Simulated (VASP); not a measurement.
## Cr: single point with PBEsol

The system is Cr, a slab with vacuum.

```
Cr
1.0
     2.53010    0.00000    0.00000
    -1.26505    2.19113    0.00000
     0.00000    0.00000   25.32911
Cr
6
Cartesian
  1.2651 0.7304 7.5000
  0.0000 1.4608 9.5658
  0.0000 0.0000 11.6316
  1.2651 0.7304 13.6975
  0.0000 1.4608 15.7633
  0.0000 0.0000 17.8291
```

- Program: VASP 6.6.1
- Task: single point
- Functional: PBEsol
- Potentials or basis: VASP PAW PBE potentials, release 64 (Cr_pv)
- Cutoff: 520 eV
- k mesh: 15 × 15 × 1
- Occupations: gaussian, width 0.1 eV
- Spin: no spin polarisation
- Dipole correction: yes
- Further INCAR settings: ALGO = Fast; EDIFF = 1e-06; NBANDS = 45

The largest force is 0.146 eV/Å and the band gap on the k mesh is zero (band 36 reaches 3.39 eV, above the bottom of band 37 at 2.14 eV).

Forces on the atoms (eV/Å):
```
Cr   0.000  0.000 -0.119
Cr   0.000  0.000  0.146
Cr   0.000  0.000  0.123
Cr   0.000  0.000 -0.123
Cr   0.000  0.000 -0.146
Cr   0.000  0.000  0.119
```

Levels at points of the mesh, in eV from the Fermi level:
```
           k point  band 33  band 34  band 35  band 36  band 37  band 38  band 39  band 40  band 41  band 42
(0.00, 0.00, 0.00)    -0.39    -0.34    -0.34    -0.22    -0.22    -0.10    -0.10    -0.04    -0.04     0.24
```

It took 5.8 min on 1 thread of Intel(R) Xeon(R) Platinum 8375C CPU @ 2.90GHz (Ice Lake) (shared host), peak memory 0.31 GiB.

Caveat: the PAW data sets were made with another functional, which shifts forces and pressure a little; the run has no spin polarisation, though such a crystal can be magnetic. Spin polarisation is off, so any magnetic state and its effect on volume and gap are missing.
